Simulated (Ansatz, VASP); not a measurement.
Zn: VASP beside Ansatz

```
Zn
1.0
     3.78709    0.00000    0.00000
     0.00000    3.78709    0.00000
     0.00000    0.00000    3.78709
Zn
3
Direct
  0.00000 0.50000 0.50000
  0.50000 0.00000 0.50000
  0.50000 0.50000 0.00000
```

Alike in both runs: task relaxation of cell and atoms; functional PBE; k mesh 12 × 12 × 12; occupations gaussian, width 0.1 eV; no spin polarisation.

|  | VASP | Ansatz |
| --- | --- | --- |
| version | VASP 6.6.1 | Ansatz 0.2.0 |
| potentials or method | VASP PAW PBE potentials, release 64 (Zn), cutoff 600 eV | scalar-relativistic, plane waves, PAW |
| valence electrons in the cell | 36 | 36 |

Ansatz gave:

* gap on the k mesh at the Fermi level, each at its own relaxed structure (eV): none
* relaxed volume (Å³/atom): 17.88
* relaxed cell length with the largest relative difference (Å): 3.771

Question: What did VASP give for the same quantities?

Answer: gap on the k mesh at the Fermi level, each at its own relaxed structure (eV): none; relaxed volume (Å³/atom): 17.94; relaxed cell length with the largest relative difference (Å): 3.776.

A gap of «none» marks a metal or a gap that the smearing closes.

Noted on VASP's run: too few bands were computed for a metal, which touches its energy and stress.
